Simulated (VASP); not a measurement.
A run of VASP 6.6.1 is set up as follows.

The input INCAR:

```
SYSTEM = GaO3
ALGO = Normal
EDIFF = 1E-6
ENCUT = 520
GGA = PE
ISIF = 2
ISMEAR = 0
ISPIN = 2
LASPH = .True.
LCHARG = .True.
LELF = .True.
LORBIT = 11
LREAL = .False.
LVHAR = .True.
LWAVE = .False.
MAGMOM = 0 1.15 1.15 1.15
NBANDS = 28
NELM = 150
PREC = Accurate
SIGMA = 0.1
```

File KPOINTS:

```
k-points
0
Gamma
  14 14 14
  0 0 0
```

Contents of POSCAR:

```
GaO3
1.0
    3.3437797025      0.0000000000      0.0000000000
    0.0000000000      3.3437797025      0.0000000000
    0.0000000000      0.0000000000      3.3437797025
Ga O
1 3
Direct
    0.0000000000      0.0000000000      0.0000000000
    0.0000000000      0.5000000000      0.5000000000
    0.5000000000      0.0000000000      0.5000000000
    0.5000000000      0.5000000000      0.0000000000
```

Potentials or basis: VASP PAW PBE potentials, release 64 (Ga_d, O).

The run is started by

```bash
$ cat potpaw_PBE.64/Ga_d/POTCAR potpaw_PBE.64/O/POTCAR > POTCAR
$ mpirun -np 1 vasp_std > vasp.out
```

What does it give for the pressure?

0.2 GPa.

What does it give for the net moment?

3.08 μB per cell.

Estimate the site moments.

Ga -0.11; O +0.94 μB.
